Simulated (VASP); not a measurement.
Ta2N, 3 atoms in the cell. Symmetry: P-3m1, No. 164, trigonal system. Conventional cell: a = 3.113 Å, b = 3.113 Å, c = 4.870 Å, α = 90.00°, β = 90.00°, γ = 120.00°. Ta (site symmetry 3m) has 3 N at 2.18 Å and 12 Ta at 2.99 to 3.11 Å within 3.2 Å. Within 2.9 Å of N (site symmetry -3m) lie 6 Ta at 2.18 Å. 

* Program: VASP 6.6.1
* Task: relaxation of cell and atoms
* Functional: revPBE
* Dispersion: D3(BJ)
* Potentials or basis: VASP PAW PBE potentials, release 64 (Ta_pv, N)
* Cutoff: 600 eV
* k mesh: 10 × 10 × 6
* Occupations: fermi-dirac, width 0.05 eV
* Spin: no spin polarisation
* Dipole correction: no
* Further INCAR settings: ALGO = Normal; EDIFF = 1e-06; IBRION = 2; EDIFFG = -0.01; NSW = 60; ISIF = 3

Potentials or basis: VASP PAW PBE potentials, release 64 (Ta_pv, N).

Command:

```sh
$ cat potpaw_PBE.64/Ta_pv/POTCAR potpaw_PBE.64/N/POTCAR > POTCAR
$ mpirun -np 1 vasp_std > vasp.out
```

Hardware: 1 thread of Intel(R) Xeon(R) Platinum 8488C (Sapphire Rapids) (shared host).

**Question.** How long does it take, and how much memory?

**Answer.** It took 5.6 min on 1 thread of Intel(R) Xeon(R) Platinum 8488C (Sapphire Rapids), with other jobs on the host, peak memory 0.26 GiB. Counts: scf iterations 71, k points 72, ion steps 11.
